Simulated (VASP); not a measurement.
# Sr (Pm-3m) in VASP: further runs

Runs on Sr. Level: BLYP. Tasks: single point, relaxation of cell and atoms.

All numbers are computed with VASP 6.6.1; they aren't measurements. Logs are shortened: lines on timing, memory, paths and dates and some standing lists are left out, and cuts for length are marked.

## 1. The cell of the first run

The structure is cubic, space group Pm-3m (No. 221). Conventional cell: a = 4.119 Å, b = 4.119 Å, c = 4.119 Å, α = 90.00°, β = 90.00°, γ = 90.00°. Within 5.4 Å of Sr (site symmetry m-3m) lie 6 Sr at 4.12 Å.

## 2. Single point, BLYP (volume scaled by 1.12)

Contents of INCAR:

```
PREC = Accurate
ENCUT = 500
EDIFF = 1E-6
ISMEAR = -1
SIGMA = 0.1
LREAL = False
LASPH = True
NELM = 120
ALGO = Normal
ISIF = 2
LWAVE = False
LCHARG = True
GGA = B5
ALDAX = 1.0
AGGAX = 1.0
AGGAC = 1.0
ALDAC = 0.0
LELF = True
LVHAR = True
NBANDS = 11
GGA_COMPAT = False
```

Contents of KPOINTS:

```
Automatic mesh
0
Gamma
  9 9 9
```

Contents of POSCAR:

```
Sr
1.0
    4.1190565822      0.0000000000      0.0000000000
    0.0000000000      4.1190565822      0.0000000000
    0.0000000000      0.0000000000      4.1190565822
Sr
1
Direct
    0.0000000000      0.0000000000      0.0000000000
```

Potentials or basis: VASP PAW PBE potentials, release 64 (Sr_sv).

Started as:

```sh
cat potpaw_PBE.64/Sr_sv/POTCAR > POTCAR
mpirun -np 1 vasp_std > vasp.out
```

OUTCAR:

```text
PREC = Accurate
   ENCUT = 500
   EDIFF = 1E-6
   ISMEAR = -1
   LREAL = False
   LASPH = True
   NELM = 120
   ISIF = 2
   GGA = B5

 ion  position               nearest neighbor table
   1  0.000  0.000  0.000-

  LATTYP: Found a simple cubic cell.
 ALAT       =     4.1190565822

  Lattice vectors:

 A1 = (   4.1190565822,   0.0000000000,   0.0000000000)
 A2 = (   0.0000000000,   4.1190565822,   0.0000000000)
 A3 = (   0.0000000000,   0.0000000000,   4.1190565822)

Analysis of symmetry for initial positions (statically):
=====================================================================
 Subroutine PRICEL returns:
 Original cell was already a primitive cell.

 Routine SETGRP: Setting up the symmetry group for a
 simple cubic supercell.

 Subroutine GETGRP returns: Found 48 space group operations
 (whereof 48 operations were pure point group operations)
 out of a pool of 48 trial point group operations.

The static configuration has the point symmetry O_h .

Analysis of symmetry for dynamics (positions and initial velocities):
=====================================================================
 Subroutine PRICEL returns:
 Original cell was already a primitive cell.

 Routine SETGRP: Setting up the symmetry group for a
 simple cubic supercell.

 Subroutine GETGRP returns: Found 48 space group operations
 (whereof 48 operations were pure point group operations)
 out of a pool of 48 trial point group operations.

The dynamic configuration has the point symmetry O_h .

 Subroutine INISYM returns: Found 48 space group operations
 (whereof 48 operations are pure point group operations),
 and found     1 'primitive' translations

----------------------------------------------------------------------------------------

                                     Primitive cell

  volume of cell :      69.8865

  direct lattice vectors                    reciprocal lattice vectors
     4.119056582  0.000000000  0.000000000     0.242774038  0.000000000  0.000000000
     0.000000000  4.119056582  0.000000000     0.000000000  0.242774038  0.000000000
     0.000000000  0.000000000  4.119056582     0.000000000  0.000000000  0.242774038

  length of vectors
     4.119056582  4.119056582  4.119056582     0.242774038  0.242774038  0.242774038

  position of ions in fractional coordinates (direct lattice)
     0.000000000  0.000000000  0.000000000

  ion indices of the primitive-cell ions
   primitive index   ion index
                 1           1

----------------------------------------------------------------------------------------

 KPOINTS: Automatic mesh

Automatic generation of k-mesh.
 Grid dimensions read from file:
 generate k-points for:    9    9    9

 Generating k-lattice:

  Cartesian coordinates                     Fractional coordinates (reciprocal lattice)
     0.026974893  0.000000000  0.000000000     0.111111111  0.000000000  0.000000000
     0.000000000  0.026974893  0.000000000     0.000000000  0.111111111  0.000000000
     0.000000000  0.000000000  0.026974893     0.000000000  0.000000000  0.111111111

  Length of vectors
     0.026974893  0.026974893  0.026974893

  Shift w.r.t. Gamma in fractional coordinates (k-lattice)
     0.000000000  0.000000000  0.000000000

 Subroutine IBZKPT returns following result:
 ===========================================

 Found     35 irreducible k-points:

 Following reciprocal coordinates:
            Coordinates               Weight
  0.000000  0.000000  0.000000      1.000000
  0.111111  0.000000  0.000000      6.000000
  0.222222  0.000000  0.000000      6.000000
  0.333333  0.000000  0.000000      6.000000
  0.444444  0.000000  0.000000      6.000000
  0.111111  0.111111  0.000000     12.000000
[... 16 lines left out ...]
  0.333333  0.333333  0.111111     24.000000
  0.444444  0.333333  0.111111     48.000000
 [... further k-points ...]
   k-points           NKPTS =     35   k-points in BZ     NKDIM =     35   number of bands    NBANDS=     11
   number of dos      NEDOS =    301   number of ions     NIONS =      1
   total plane-waves  NPLWV =  27000
   dimension x,y,z NGX =    30 NGY =   30 NGZ =   30
   dimension x,y,z NGXF=    60 NGYF=   60 NGZF=   60
   ions per type =               1
   NGX,Y,Z   is equivalent  to a cutoff of  12.11, 12.11, 12.11 a.u.
   NGXF,Y,Z  is equivalent  to a cutoff of  24.22, 24.22, 24.22 a.u.
 SYSTEM =  unknown system
   PREC   = accura    normal or accurate (medium, high low for compatibility)
   ISTART =      0    job   : 0-new  1-cont  2-samecut
   ICHARG =      2    charge: 1-file 2-atom 10-const
   ISPIN  =      1    spin polarized calculation?
   LNONCOLLINEAR =      F non collinear calculations
   LSORBIT =      F    spin-orbit coupling
   LASPH  =      T    aspherical Exc in radial PAW
   ENCUT  =  500.0 eV  36.75 Ry    6.06 a.u.   7.51  7.51  7.51*2*pi/ulx,y,z
   NELM   =    120;   NELMIN=  2; NELMDL= -5     # of ELM steps
   EDIFF  = 0.1E-05   stopping-criterion for ELM
   LREAL  =      F    real-space projection
   EDIFFG = 0.1E-04   stopping-criterion for IOM
   NSW    =      0    number of steps for IOM
   IBRION =     -1    ionic relax: 0-MD 1-quasi-New 2-CG
   NFREE  =      0    steps in history (QN), initial steepest desc. (CG)
   ISIF   =      2    stress and relaxation
   ISYM   =      2    0-nonsym 1-usesym 2-fastsym
   POTIM  = 0.5000    time-step for ionic-motion
   TEBEG  =    0.0;   TEEND  =   0.0 temperature during run
   PSTRESS=    0.0 pullay stress
   NELECT =      10.0000    total number of electrons
   NUPDOWN=      -1.0000    fix difference up-down
   EMIN   =  10.00;   EMAX   =-10.00  energy-range for DOS
   EFERMI =   0.00;   METHOD = LEGACY
   ISMEAR =    -1;   SIGMA  =   0.10  broadening in eV -4-tet -1-fermi 0-gaus
   EFERMI_NEDOS =   21; number of points for ismear=-14 and -15
   IALGO  =     38    algorithm
   IMIX   =      4    mixing-type and parameters
     AMIX     =   0.40;   BMIX     =  1.00
     AMIX_MAG =   1.60;   BMIX_MAG =  1.00
  volume/ion in A,a.u.               =      69.89       471.62
  Fermi-wavevector in a.u.,A,eV,Ry     =   0.856269  1.618114  9.975754  0.733197
  Thomas-Fermi vector in A             =   1.973145
   LORBIT       =      0    0 simple, 1 ext, 2 COOP (PROOUT), +10 PAW based schemes
   GGA     = B5    functional components
   LHFCALC =     F    Hartree Fock is set to
   AEXX    =    0.0000 exact exchange contribution
   IVDW    =     0    specifies the selected vdW correction
   LEPSILON=     F    determine dielectric tensor
   LRPA    =     F    only Hartree local field effects (RPA)
 non-spin polarized calculation
  energy-cutoff  :      500.00
  volume of cell :       69.89
 maximum number of plane-waves:      1800
 NGX is ok and might be reduce to    30
   NGX = 15   NGY = 15   NGZ = 15

 number of electron      10.0000000 magnetization

 Free energy of the ion-electron system (eV)
  ---------------------------------------------------
  ext. energy  EPLUGINS =         0.00000000
  ---------------------------------------------------
  free energy    TOTEN  =        -0.58574712 eV

  energy without entropy =       -0.52313090  energy(sigma->0) =       -0.55443901

 E-fermi :   1.1989     XC(G=0):  -6.1588

 val. band max:        1.1947870897   @ k =   0.4444   0.2222   0.0000
 cond. band min:       1.2398269713   @ k =   0.4444   0.4444   0.2222
 fundamental gap:      0.0450398816
 Fermi energy:         1.1989432573

 k-point     1 :       0.0000    0.0000    0.0000
  band No.  band energies     occupation
      1     -35.9661      2.00000
      2     -17.9234      2.00000
      3     -17.9234      2.00000
      4     -17.9234      2.00000
      5      -1.9657      2.00000
      6       1.7923      0.00528
      7       1.7923      0.00528
      8       5.1248      0.00000
      9       5.1248      0.00000
     10       5.1248      0.00000
     11       7.4884      0.00000

 k-point     2 :       0.1111    0.0000    0.0000
  band No.  band energies     occupation
      1     -35.9652      2.00000
      2     -17.9405      2.00000
      3     -17.9219      2.00000
      4     -17.9219      2.00000
      5      -1.8315      2.00000
      6       1.8367      0.00339
      7       1.8395      0.00330
      8       4.8670      0.00000
      9       4.8670      0.00000
     10       5.1407      0.00000
     11       6.8480      0.00000

 k-point     3 :       0.2222    0.0000    0.0000
  band No.  band energies     occupation
      1     -35.9630      2.00000
      2     -17.9837      2.00000
      3     -17.9184      2.00000
      4     -17.9184      2.00000
      5      -1.4504      2.00000
      6       1.8732      0.00236
      7       1.9552      0.00104
      8       4.3877      0.00000
      9       4.3877      0.00000
     10       5.1817      0.00000
     11       6.0078      0.00000

 k-point     4 :       0.3333    0.0000    0.0000
  band No.  band energies     occupation
      1     -35.9605      2.00000
      2     -18.0321      2.00000
      3     -17.9143      2.00000
      4     -17.9143      2.00000
      5      -0.8868      2.00000
      6       1.6308      0.02629
      7       2.1023      0.00024
      8       3.9834      0.00000
      9       3.9834      0.00000
     10       5.2295      0.00000
     11       5.7385      0.00000
[... 239 lines left out ...]
 k-point    22 :       0.4444    0.2222    0.1111
  band No.  band energies     occupation
      1     -35.9550      2.00000
      2     -18.0547      2.00000
      3     -17.9685      2.00000
      4     -17.9233      2.00000
      5       0.3732      1.99948
      6       1.2543      0.72990
      7       2.5822      0.00000
      8       3.1256      0.00000
      9       4.0028      0.00000
     10       4.3889      0.00000
     11       6.1190      0.00000

 k-point    23 :       0.3333    0.3333    0.1111
  band No.  band energies     occupation
      1     -35.9541      2.00000
      2     -18.0198      2.00000
      3     -18.0177      2.00000
      4     -17.9219      2.00000
      5       0.2570      1.99984
      6       1.7701      0.00659
      7       2.5593      0.00000
      8       3.1375      0.00000
      9       3.8949      0.00000
     10       4.1199      0.00000
     11       6.5684      0.00000

 k-point    24 :       0.4444    0.3333    0.1111
  band No.  band energies     occupation
      1     -35.9525      2.00000
      2     -18.0492      2.00000
      3     -18.0153      2.00000
      4     -17.9192      2.00000
      5       0.8268      1.95275
      6       1.3731      0.29829
      7       2.7306      0.00000
      8       2.9631      0.00000
      9       4.0557      0.00000
     10       4.1545      0.00000
     11       6.1719      0.00000

 [... further k-points ...]

------------------------ aborting loop because EDIFF is reached ----------------------------------------

  FORCE on cell =-STRESS in cart. coord.  units (eV):
  Direction    XX          YY          ZZ          XY          YZ          ZX
  --------------------------------------------------------------------------------------
  -------------------------------------------------------------------------------------
  Total       -0.1818374     -0.1818374     -0.1818374      0.0000000      0.0000000     -0.0000000
  in kB       -4.1686979     -4.1686979     -4.1686979      0.0000000      0.0000000     -0.0000000
  external PRESSURE =      -4.1686979 kB  Pullay stress =       0.0000000 kB

 VOLUME and BASIS-vectors are now :
 -----------------------------------------------------------------------------
  energy-cutoff  :      500.00
  volume of cell :       69.89
      direct lattice vectors                 reciprocal lattice vectors
     4.119056582  0.000000000  0.000000000     0.242774038  0.000000000  0.000000000
     0.000000000  4.119056582  0.000000000     0.000000000  0.242774038  0.000000000
     0.000000000  0.000000000  4.119056582     0.000000000  0.000000000  0.242774038

 POSITION                                       TOTAL-FORCE (eV/Angst)
 -----------------------------------------------------------------------------------
      0.00000      0.00000      0.00000         0.000000      0.000000      0.000000
 -----------------------------------------------------------------------------------
    total drift:                                0.000000      0.000000     -0.000000

  FREE ENERGIE OF THE ION-ELECTRON SYSTEM (eV)
  ---------------------------------------------------
  free  energy   TOTEN  =        -0.5857471213 eV

  energy  without entropy=       -0.5231309005  energy(sigma->0) =       -0.55443901
```

It took 19 s on 1 thread of Intel Xeon 6975P-C (Granite Rapids), shared host; peak memory 0.17 GiB.

Results:

* Free energy: -0.5857 eV
* Pressure: -0.4 GPa
* Band gap on the k mesh: zero (band 5 reaches 1.68 eV, above the bottom of band 6 at 1.14 eV)

Levels at points of the mesh, in eV from the Fermi level:
```tsv
k point	band 3	band 4	band 5	band 6	band 7	band 8
(0.00, 0.00, 0.00)	-19.12	-19.12	-3.16	0.59	0.59	3.93
```

Caveat: the cell differs from its parent crystal (volume scaled by 1.12); the PAW data sets were made with another functional, which shifts forces and pressure a little.

## 3. Relaxation of cell and atoms, BLYP

This run uses another cell than the first one, of 60.82 Å³/atom, 0.870 times its volume.

Contents of INCAR:

```
SYSTEM = Sr
PREC     = Accurate       ! precision mode
ENCUT    = 500            ! plane-wave cutoff, eV
EDIFF    = 1E-7           ! SCF threshold, eV
ISMEAR   = -1             ! smearing method
SIGMA    = 0.1            ! smearing width, eV
LREAL    = .False.        ! projectors in reciprocal space
LASPH    = .True.         ! aspherical terms in the spheres
NELM     = 120            ! most SCF steps
ALGO     = Normal         ! electronic algorithm
ISIF     = 3              ! what is computed and relaxed
LWAVE    = .False.        ! write WAVECAR
LCHARG   = .False.        ! write CHGCAR
GGA      = B5             ! functional
ALDAX    = 1.0          
AGGAX    = 1.0          
AGGAC    = 1.0          
ALDAC    = 0.0          
IBRION   = 2              ! ionic algorithm
NSW      = 80             ! ionic steps
EDIFFG   = -0.01          ! ionic threshold
GGA_COMPAT= .False.      
NELMIN   = 4
```

Contents of KPOINTS:

```
Automatic mesh
0
Gamma
  8 8 8
  0 0 0
```

Contents of POSCAR:

```
Sr
1.0
    3.9327266275      0.0000000000      0.0000000000
    0.0000000000      3.9327266275      0.0000000000
    0.0000000000      0.0000000000      3.9327266275
Sr
1
Direct
    0.0000000000      0.0000000000      0.0000000000
```

Potentials or basis: VASP PAW PBE potentials, release 64 (Sr_sv).

Started as:

```sh
cat potpaw_PBE.64/Sr_sv/POTCAR > POTCAR
mpirun -np 1 vasp_std > vasp.out
```

It took 83 s on 1 thread of Intel Xeon 6975P-C (Granite Rapids), shared host; peak memory 0.17 GiB.

The run converged. Its results:

- Free energy: -0.6020 eV
- Relaxed volume: 62.24 Å³/atom
- Relaxed cell: a = 3.963 Å, b = 3.963 Å, c = 3.963 Å, α = 90.00°, β = 90.00°, γ = 90.00°
- Space group after relaxing (to 0.05 Å): Pm-3m (No. 221)
- Energy gained by relaxing: 0.6 meV/atom
- Ionic steps: 5
- Pressure after relaxing: 0.0 GPa
- Band gap on the k mesh: zero (band 5 reaches 2.02 eV, above the bottom of band 6 at 1.30 eV)

The path:
| step | energy change (eV) | largest force (eV/Å) | pressure (GPa) | volume (Å³) |
| --- | --- | --- | --- | --- |
| 1 | 0.0000 | 0.0000 | 0.13 | 60.82 |
| 2 | -0.0003 | 0.0000 | 0.09 | 61.27 |
| 3 | -0.0005 | 0.0000 | 0.04 | 61.79 |
| 4 | -0.0005 | 0.0000 | -0.05 | 62.82 |
| 5 | -0.0006 | 0.0000 | 0.00 | 62.24 |

Final structure:
```yaml
crystal:
  lattice:
    - [3.96301, 0.00000, 0.00000]
    - [0.00000, 3.96301, 0.00000]
    - [0.00000, 0.00000, 3.96301]
  atoms:
    - { symbol: Sr, position: [0.00000, 0.00000, 0.00000] }
```

Levels at points of the mesh, in eV from the Fermi level:
```csv
k point,band 2,band 3,band 4,band 5,band 6,band 7,band 8,band 9
"(0.00, 0.00, 0.00)",-18.92,-18.92,-18.92,-3.27,0.62,0.62,4.35,4.35
"(0.50, 0.00, 0.00)",-19.14,-18.91,-18.91,-1.30,-0.10,1.11,2.75,2.75
"(0.50, 0.50, 0.00)",-19.11,-19.11,-18.89,-0.34,0.49,2.11,2.11,3.12
"(0.50, 0.50, 0.50)",-19.08,-19.08,-19.08,0.53,0.53,0.53,4.61,4.61
```

Caveat: the PAW data sets were made with another functional, which shifts forces and pressure a little.
